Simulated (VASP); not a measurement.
The system is MnSi.

```
CELL_PARAMETERS angstrom
4.54727 0.00000 0.00000
0.00000 4.54727 0.00000
0.00000 0.00000 4.54727
ATOMIC_POSITIONS crystal
Mn 0.13950 0.13950 0.13950
Mn 0.36050 0.86050 0.63950
Mn 0.63950 0.36050 0.86050
Mn 0.86050 0.63950 0.36050
Si 0.84740 0.84740 0.84740
Si 0.65260 0.15260 0.34740
Si 0.34740 0.65260 0.15260
Si 0.15260 0.34740 0.65260
```

Base run:

* Program: VASP 6.6.1
* Functional: r2SCAN
* Potentials or basis: VASP PAW PBE potentials, release 64 (Mn_pv, Si)
* Cutoff: 520 eV
* k mesh: 5 × 5 × 5
* Occupations: fermi-dirac, width 0.1 eV
* Spin: collinear spin
* Starting moments: [2.38, 2.38, 2.38, 2.38, -0.14, -0.14, -0.14, -0.14] μB

Its results: pressure 1.2 GPa; largest force 0.273 eV/Å.

Problem. The run is repeated on the same cell with these changes: spin from collinear spin to no spin polarisation; further incar settings from ALGO = Normal; EDIFF = 1e-06; NBANDS = 48 to ALGO = Normal; EDIFF = 1e-07; NBANDS = 44. What comes out?

Solution. Pressure -12.9 GPa; largest force 0.441 eV/Å.

Caveats: the PAW data sets were made with another functional, which shifts forces and pressure a little; the cell stands under tension (at least some runs).
